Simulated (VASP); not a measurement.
Here is a VASP 6.6.1 calculation.

Contents of INCAR:

```
AGGAC = 1.0 ; AGGAX = 1.0
ALDAC = 0.0 ; ALDAX = 1.0
ALGO = Normal ; EDIFF = 1E-6
ENCUT = 700 ; GGA = B5
GGA_COMPAT = False ; ISIF = 2
ISMEAR = -1 ; IVDW = 12
LASPH = True ; LCHARG = True
LELF = True ; LREAL = False
LVHAR = True ; LWAVE = False
NBANDS = 20 ; NELM = 120
PREC = Accurate ; SIGMA = 0.05
VDW_A1 = 0.4298 ; VDW_A2 = 4.2359
VDW_S6 = 1.0 ; VDW_S8 = 2.6996
```

KPOINTS

```
k-points
0
Gamma
  10 10 10
```

Contents of POSCAR:

```
CdO
1.0
    0.0000000000      2.3337310685      2.3337310685
    2.3337310685      0.0000000000      2.3337310685
    2.3337310685      2.3337310685      0.0000000000
Cd O
1 1
Direct
    0.0000000000      0.0000000000      0.0000000000
    0.5000000000      0.5000000000      0.5000000000
```

Potentials or basis: VASP PAW PBE potentials, release 64 (Cd_sv_GW, O).

Command:

```bash
$ cat potpaw_PBE.64/Cd_sv_GW/POTCAR potpaw_PBE.64/O/POTCAR > POTCAR
$ mpirun -np 1 vasp_std > vasp.out
```

**Question.** Predict the pressure.

**Answer.** 7.1 GPa.

**Question.** What does it give for the band gap on the k mesh?

**Answer.** Zero (bands 13 and 14 overlap by 0.21 eV).

**Question.** What does it give for the dispersion energy per atom?

**Answer.** -0.661 eV.

Caveat: the cell stands under pressure; semilocal functionals underestimate gaps, and a narrow one can read as zero; the PAW data sets were made with another functional, which shifts forces and pressure a little.
